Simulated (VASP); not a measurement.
Write the native input for VASP 6.6.1 that does the following.

```yaml
Task: single point
Functional: PBE
Potentials_or_basis: VASP PAW PBE potentials, release 64 (Sb, Te, O)
Cutoff: 520 eV
k_mesh: 12 × 12 × 8
Occupations: gaussian, width 0.1 eV
Spin: no spin polarisation
Dipole_correction: no
Further_INCAR_settings: ALGO = Normal; EDIFF = 1e-07; NBANDS = 20
```

The structure of SbTe2O lies in POSCAR:

```
SbTe2O
1.0
    4.0279757272      0.0000000000      0.0000000000
   -2.0139878636      3.4883293055      0.0000000000
    0.0000000000      0.0000000000      6.9035779143
Sb Te O
1 2 1
Direct
    0.6666666667      0.3333333333      0.5000000000
    0.0000000000      0.0000000000      0.2098813241
    0.0000000000      0.0000000000      0.7901186759
    0.3333333333      0.6666666667      0.0000000000
```

The cell was generated, and may not be a known phase.

One way to write it, as run:

INCAR

```
SYSTEM = SbTe2O
ALGO = Normal ; EDIFF = 1E-7
ENCUT = 520 ; GGA = PE
ISIF = 2 ; ISMEAR = 0
LASPH = .True. ; LCHARG = .False.
LREAL = .False. ; LWAVE = .False.
NBANDS = 20 ; NELM = 80
PREC = Accurate ; SIGMA = 0.1
```

KPOINTS

```
k-points
0
Gamma
  12 12 8
  0 0 0
```

Potentials or basis: VASP PAW PBE potentials, release 64 (Sb, Te, O).

Command:

```sh
$ cat potpaw_PBE.64/Sb/POTCAR potpaw_PBE.64/Te/POTCAR potpaw_PBE.64/O/POTCAR > POTCAR
$ mpirun -np 1 vasp_std > vasp.out
```

It gave:

```yaml
Pressure: -0.1 GPa
Largest_force: 0.013 eV/Å
Band_gap_on_the_k_mesh: zero (an odd number of electrons rules out a gap without spin polarisation)
```

Caveat: spin-orbit coupling is left out, which moves the levels of the heavy elements; an odd number of electrons without spin polarisation forces a metal; a magnetic or distorted state may lie lower.

Wall time 2.6 min on 1 thread of Intel(R) Xeon(R) Platinum 8488C (Sapphire Rapids) (shared host), peak memory 0.34 GiB.
